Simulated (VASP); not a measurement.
Write the native input for VASP 6.6.1 that does the following.

```yaml
Task: single point
Functional: PBE
Potentials_or_basis: VASP PAW PBE potentials, release 64 (Mg, Zn, O)
Cutoff: 520 eV
k_mesh: 8 × 8 × 2
Occupations: gaussian, width 0.02 eV
Spin: no spin polarisation
Dipole_correction: no
Further_INCAR_settings: ALGO = Normal; EDIFF = 1e-06; NBANDS = 41
```

The structure of Mg5ZnO6 lies in POSCAR:

```
Mg5ZnO6
1.0
    3.0186229121      0.0000000000      0.0000000000
    0.0000000000      3.0186229121      0.0000000000
    0.0000000000      0.0000000000     12.7992760565
Mg Zn O
5 1 6
Direct
    0.0000000000      0.0000000000      0.6655847162
    0.5000000000      0.5000000000      0.5000000000
    0.0000000000      0.0000000000      0.3344152838
    0.5000000000      0.5000000000      0.1668094998
    0.5000000000      0.5000000000      0.8331905002
    0.0000000000      0.0000000000      0.0000000000
    0.0000000000      0.0000000000      0.5000000000
    0.5000000000      0.5000000000      0.3340229278
    0.0000000000      0.0000000000      0.1690970157
    0.5000000000      0.5000000000      0.0000000000
    0.0000000000      0.0000000000      0.8309029843
    0.5000000000      0.5000000000      0.6659770722
```

The input as run:

INCAR

```
SYSTEM = Mg5ZnO6
  PREC = Accurate
  ENCUT = 520
  EDIFF = 1E-6
  ISMEAR = 0
  SIGMA = 0.02
  LREAL = .False.
  LASPH = .True.
  NELM = 80
  ALGO = Normal
  ISIF = 2
  LWAVE = .False.
  LCHARG = .False.
  GGA = PE
  NBANDS = 41
```

KPOINTS

```
regular mesh
0
Gamma
  8 8 2
  0 0 0
```

Potentials or basis: VASP PAW PBE potentials, release 64 (Mg, Zn, O).

Run with:

```console
$ cat potpaw_PBE.64/Mg/POTCAR potpaw_PBE.64/Zn/POTCAR potpaw_PBE.64/O/POTCAR > POTCAR
$ mpirun -np 1 vasp_std > vasp.out
```

Results of the run:

```
Pressure               : -0.5 GPa
Largest force          : 0.034 eV/Å
Band gap on the k mesh : 2.65 eV (least direct gap 3.45 eV)
```

Wall time 2.2 min on 1 thread of AMD EPYC 7R13 Processor (Zen 3) (shared host), peak memory 0.26 GiB.
